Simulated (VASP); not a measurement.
# Al3Cl (P6/mmm) in VASP: a series of runs

The runs below take Al3Cl through single point, relaxation of cell and atoms, with PBE.

All numbers are computed with VASP 6.6.1; they aren't measurements. Logs are shortened: lines on timing, memory, paths and dates and some standing lists are left out, and cuts for length are marked.

### Step 1. The cell of the first run

The structure is hexagonal, space group P6/mmm (No. 191). Conventional cell: a = 5.710 Å, b = 5.710 Å, c = 2.963 Å, α = 90.00°, β = 90.00°, γ = 120.00°. Al (site symmetry mmm) has 6 Al at 2.86 to 2.96 Å and 4 Cl at 3.22 Å within 3.8 Å. Within 3.9 Å of Cl (site symmetry 6/mmm) lie 2 Cl at 2.96 Å and 12 Al at 3.22 Å.

### Step 2. Single point, PBE

Input file INCAR:

```
SYSTEM = Al3Cl
  PREC = Accurate
  ENCUT = 520
  EDIFF = 1E-6
  ISMEAR = 0
  SIGMA = 0.1
  LREAL = .FALSE.
  LASPH = .TRUE.
  NELM = 80
  ALGO = Normal
  ISIF = 2
  LWAVE = .FALSE.
  LCHARG = .FALSE.
  GGA = PE
  NBANDS = 16
```

Input file KPOINTS:

```
Automatic mesh
0
G
  12 12 16
  0 0 0
```

Input file POSCAR:

```
Al3Cl
1.0
    5.7102624750      0.0000000000      0.0000000000
   -2.8551312375      4.9452323656      0.0000000000
    0.0000000000      0.0000000000      2.9631271563
Al Cl
3 1
Direct
    0.5000000000      0.0000000000      0.0000000000
    0.0000000000      0.5000000000      0.0000000000
    0.5000000000      0.5000000000      0.0000000000
    0.0000000000      0.0000000000      0.5000000000
```

Potentials or basis: VASP PAW PBE potentials, release 64 (Al, Cl).

On the command line:

```console
> cat potpaw_PBE.64/Al/POTCAR potpaw_PBE.64/Cl/POTCAR > POTCAR
> mpirun -np 1 vasp_std > vasp.out
```

OUTCAR:

```text
SYSTEM = Al3Cl
   PREC = Accurate
   ENCUT = 520
   EDIFF = 1E-6
   ISMEAR = 0
   LREAL = .FALSE.
   LASPH = .TRUE.
   NELM = 80
   ISIF = 2
   GGA = PE

 ion  position               nearest neighbor table
   1  0.500  0.000  0.000-   2 2.86   3 2.86   3 2.86   2 2.86
   2  0.000  0.500  0.000-   1 2.86   1 2.86   3 2.86   3 2.86
   3  0.500  0.500  0.000-   1 2.86   1 2.86   2 2.86   2 2.86
   4  0.000  0.000  0.500-

  LATTYP: Found a hexagonal cell.
 ALAT       =     5.7102624750
 C/A-ratio  =     0.5189126015

  Lattice vectors:

 A1 = (   5.7102624750,   0.0000000000,   0.0000000000)
 A2 = (  -2.8551312375,   4.9452323656,   0.0000000000)
 A3 = (   0.0000000000,   0.0000000000,   2.9631271563)

Analysis of symmetry for initial positions (statically):
=====================================================================
 Subroutine PRICEL returns:
 Original cell was already a primitive cell.

 Routine SETGRP: Setting up the symmetry group for a
 hexagonal supercell.

 Subroutine GETGRP returns: Found 24 space group operations
 (whereof 24 operations were pure point group operations)
 out of a pool of 24 trial point group operations.

The static configuration has the point symmetry D_6h.

Analysis of symmetry for dynamics (positions and initial velocities):
=====================================================================
 Subroutine PRICEL returns:
 Original cell was already a primitive cell.

 Routine SETGRP: Setting up the symmetry group for a
 hexagonal supercell.

 Subroutine GETGRP returns: Found 24 space group operations
 (whereof 24 operations were pure point group operations)
 out of a pool of 24 trial point group operations.

The dynamic configuration has the point symmetry D_6h.

 Subroutine INISYM returns: Found 24 space group operations
 (whereof 24 operations are pure point group operations),
 and found     1 'primitive' translations

----------------------------------------------------------------------------------------

                                     Primitive cell

  volume of cell :      83.6745

  direct lattice vectors                    reciprocal lattice vectors
     5.710262475  0.000000000  0.000000000     0.175123299  0.101107484  0.000000000
    -2.855131238  4.945232366  0.000000000     0.000000000  0.202214967  0.000000000
     0.000000000  0.000000000  2.963127156     0.000000000  0.000000000  0.337481298

  length of vectors
     5.710262475  5.710262475  2.963127156     0.202214967  0.202214967  0.337481298

  position of ions in fractional coordinates (direct lattice)
     0.500000000  0.000000000  0.000000000
     0.000000000  0.500000000  0.000000000
     0.500000000  0.500000000  0.000000000
     0.000000000  0.000000000  0.500000000

  ion indices of the primitive-cell ions
   primitive index   ion index
                 1           1
                 2           2
                 3           3
                 4           4

----------------------------------------------------------------------------------------

 KPOINTS: Automatic mesh

Automatic generation of k-mesh.
 Grid dimensions read from file:
 generate k-points for:   12   12   16

 Generating k-lattice:

  Cartesian coordinates                     Fractional coordinates (reciprocal lattice)
     0.014593608  0.008425624  0.000000000     0.083333333  0.000000000  0.000000000
     0.000000000  0.016851247  0.000000000     0.000000000  0.083333333  0.000000000
     0.000000000  0.000000000  0.021092581     0.000000000  0.000000000  0.062500000

  Length of vectors
     0.016851247  0.016851247  0.021092581

  Shift w.r.t. Gamma in fractional coordinates (k-lattice)
     0.000000000  0.000000000  0.000000000

 Subroutine IBZKPT returns following result:
 ===========================================

 Found    171 irreducible k-points:

 Following reciprocal coordinates:
            Coordinates               Weight
  0.000000  0.000000  0.000000      1.000000
  0.083333  0.000000  0.000000      6.000000
  0.166667  0.000000  0.000000      6.000000
  0.250000  0.000000  0.000000      6.000000
  0.333333  0.000000  0.000000      6.000000
  0.416667  0.000000  0.000000      6.000000
[... 16 lines left out ...]
  0.250000  0.000000  0.062500     12.000000
  0.333333  0.000000  0.062500     12.000000
 [... further k-points ...]
   k-points           NKPTS =    171   k-points in BZ     NKDIM =    171   number of bands    NBANDS=     16
   number of dos      NEDOS =    301   number of ions     NIONS =      4
   total plane-waves  NPLWV =  42336
   dimension x,y,z NGX =    42 NGY =   42 NGZ =   24
   dimension x,y,z NGXF=    84 NGYF=   84 NGZF=   48
   ions per type =               3   1
   NGX,Y,Z   is equivalent  to a cutoff of  12.23, 12.23, 13.47 a.u.
   NGXF,Y,Z  is equivalent  to a cutoff of  24.46, 24.46, 26.93 a.u.
 SYSTEM =  Al3Cl
   PREC   = accura    normal or accurate (medium, high low for compatibility)
   ISTART =      0    job   : 0-new  1-cont  2-samecut
   ICHARG =      2    charge: 1-file 2-atom 10-const
   ISPIN  =      1    spin polarized calculation?
   LNONCOLLINEAR =      F non collinear calculations
   LSORBIT =      F    spin-orbit coupling
   LASPH  =      T    aspherical Exc in radial PAW
   ENCUT  =  520.0 eV  38.22 Ry    6.18 a.u.  10.62 10.62  5.51*2*pi/ulx,y,z
   NELM   =     80;   NELMIN=  2; NELMDL= -5     # of ELM steps
   EDIFF  = 0.1E-05   stopping-criterion for ELM
   LREAL  =      F    real-space projection
   EDIFFG = 0.1E-04   stopping-criterion for IOM
   NSW    =      0    number of steps for IOM
   IBRION =     -1    ionic relax: 0-MD 1-quasi-New 2-CG
   NFREE  =      0    steps in history (QN), initial steepest desc. (CG)
   ISIF   =      2    stress and relaxation
   ISYM   =      2    0-nonsym 1-usesym 2-fastsym
   POTIM  = 0.5000    time-step for ionic-motion
   TEBEG  =    0.0;   TEEND  =   0.0 temperature during run
   PSTRESS=    0.0 pullay stress
   NELECT =      16.0000    total number of electrons
   NUPDOWN=      -1.0000    fix difference up-down
   EMIN   =  10.00;   EMAX   =-10.00  energy-range for DOS
   EFERMI =   0.00;   METHOD = LEGACY
   ISMEAR =     0;   SIGMA  =   0.10  broadening in eV -4-tet -1-fermi 0-gaus
   EFERMI_NEDOS =   21; number of points for ismear=-14 and -15
   IALGO  =     38    algorithm
   IMIX   =      4    mixing-type and parameters
     AMIX     =   0.40;   BMIX     =  1.00
     AMIX_MAG =   1.60;   BMIX_MAG =  1.00
  volume/ion in A,a.u.               =      20.92       141.17
  Fermi-wavevector in a.u.,A,eV,Ry     =   0.943157  1.782308 12.102986  0.889544
  Thomas-Fermi vector in A             =   2.070836
   LORBIT       =      0    0 simple, 1 ext, 2 COOP (PROOUT), +10 PAW based schemes
   GGA     = PE    functional components
   LHFCALC =     F    Hartree Fock is set to
   AEXX    =    0.0000 exact exchange contribution
   IVDW    =     0    specifies the selected vdW correction
   LEPSILON=     F    determine dielectric tensor
   LRPA    =     F    only Hartree local field effects (RPA)
 non-spin polarized calculation
 Gauss-broadening in eV      SIGMA  =   0.10
  energy-cutoff  :      520.00
  volume of cell :       83.67
 maximum number of plane-waves:      2280
   NGX = 21   NGY = 21   NGZ = 11

 number of electron      15.9999999 magnetization

 Free energy of the ion-electron system (eV)
  ---------------------------------------------------
  ext. energy  EPLUGINS =         0.00000000
  ---------------------------------------------------
  free energy    TOTEN  =       -12.11994846 eV

  energy without entropy =      -12.11318414  energy(sigma->0) =      -12.11656630

 E-fermi :   5.3648     XC(G=0):  -9.3895

 val. band max:        5.3434317737   @ k =   0.3333   0.2500   0.3750
 cond. band min:       5.3719111456   @ k =   0.2500   0.0000   0.4375
 fundamental gap:      0.0284793719
 Fermi energy:         5.3648304320

 k-point     1 :       0.0000    0.0000    0.0000
  band No.  band energies     occupation
      1     -10.6922      2.00000
      2      -2.6935      2.00000
      3      -0.0893      2.00000
      4      -0.0893      2.00000
      5       1.7526      2.00000
      6       1.8324      2.00000
[... 8 lines left out ...]
     15      13.5804      0.00000
     16      13.5804      0.00000

 k-point     2 :       0.0833    0.0000    0.0000
  band No.  band energies     occupation
      1     -10.6897      2.00000
      2      -2.7117      2.00000
      3      -0.1505      2.00000
      4      -0.0845      2.00000
      5       1.2085      2.00000
      6       1.9502      2.00000
[... 8 lines left out ...]
     15      13.4647      0.00000
     16      14.2247      0.00000

 k-point     3 :       0.1667    0.0000    0.0000
  band No.  band energies     occupation
      1     -10.6831      2.00000
      2      -2.7563      2.00000
      3      -0.2933      2.00000
      4      -0.1867      2.00000
      5       0.9647      2.00000
      6       2.2579      2.00000
[... 8 lines left out ...]
     15      13.2072      0.00000
     16      14.4471      0.00000

 k-point     4 :       0.2500    0.0000    0.0000
  band No.  band energies     occupation
      1     -10.6739      2.00000
      2      -2.8066      2.00000
      3      -0.4766      2.00000
      4      -0.4513      2.00000
      5       1.1358      2.00000
      6       2.6717      2.00000
[... 8 lines left out ...]
     15      13.0993      0.00000
     16      14.3055      0.00000
[... 324 lines left out ...]
 k-point    22 :       0.1667    0.0000    0.0625
  band No.  band energies     occupation
      1     -10.6516      2.00000
      2      -2.6992      2.00000
      3      -0.2444      2.00000
      4      -0.1361      2.00000
      5       1.0172      2.00000
      6       2.3177      2.00000
[... 8 lines left out ...]
     15      13.7404      0.00000
     16      14.2795      0.00000

 k-point    23 :       0.2500    0.0000    0.0625
  band No.  band energies     occupation
      1     -10.6426      2.00000
      2      -2.7478      2.00000
      3      -0.4209      2.00000
      4      -0.4006      2.00000
      5       1.1787      2.00000
      6       2.7268      2.00000
[... 8 lines left out ...]
     15      13.7550      0.00000
     16      14.2260      0.00000

 k-point    24 :       0.3333    0.0000    0.0625
  band No.  band energies     occupation
      1     -10.6336      2.00000
      2      -2.7855      2.00000
      3      -0.7222      2.00000
      4      -0.5309      2.00000
      5       1.5572      2.00000
      6       3.1603      2.00000
[... 8 lines left out ...]
     15      13.6048      0.00000
     16      14.1213      0.00000

 [... further k-points ...]
[... 5 lines left out ...]
  --------------------------------------------------------------------------------------
  -------------------------------------------------------------------------------------
  Total       -0.0015970     -0.0015970     -0.0184966      0.0000000      0.0000000      0.0000000
  in kB       -0.0305788     -0.0305788     -0.3541684      0.0000000      0.0000000      0.0000000
  external PRESSURE =      -0.1384420 kB  Pullay stress =       0.0000000 kB

 VOLUME and BASIS-vectors are now :
 -----------------------------------------------------------------------------
  energy-cutoff  :      520.00
  volume of cell :       83.67
      direct lattice vectors                 reciprocal lattice vectors
     5.710262475  0.000000000  0.000000000     0.175123299  0.101107484  0.000000000
    -2.855131238  4.945232366  0.000000000     0.000000000  0.202214967  0.000000000
     0.000000000  0.000000000  2.963127156     0.000000000  0.000000000  0.337481298

 POSITION                                       TOTAL-FORCE (eV/Angst)
 -----------------------------------------------------------------------------------
      2.85513      0.00000      0.00000         0.000000      0.000000      0.000000
     -1.42757      2.47262      0.00000        -0.000000      0.000000      0.000000
      1.42757      2.47262      0.00000        -0.000000      0.000000      0.000000
      0.00000      0.00000      1.48156        -0.000000      0.000000      0.000000
 -----------------------------------------------------------------------------------
    total drift:                                0.000000      0.000000      0.000000

  FREE ENERGIE OF THE ION-ELECTRON SYSTEM (eV)
  ---------------------------------------------------
  free  energy   TOTEN  =       -12.1199484564 eV

  energy  without entropy=      -12.1131841381  energy(sigma->0) =      -12.11656630
```

Run time: 5.2 min. Hardware: 1 thread of AMD EPYC, shared host; peak memory 0.29 GiB.

Results:

| Item | Value |
| --- | --- |
| Free energy | -12.1199 eV |
| Pressure | 0.0 GPa |
| Band gap on the k mesh | zero (band 8 reaches 6.58 eV, above the bottom of band 9 at 4.14 eV) |

(Continued in part 2 of 2.)
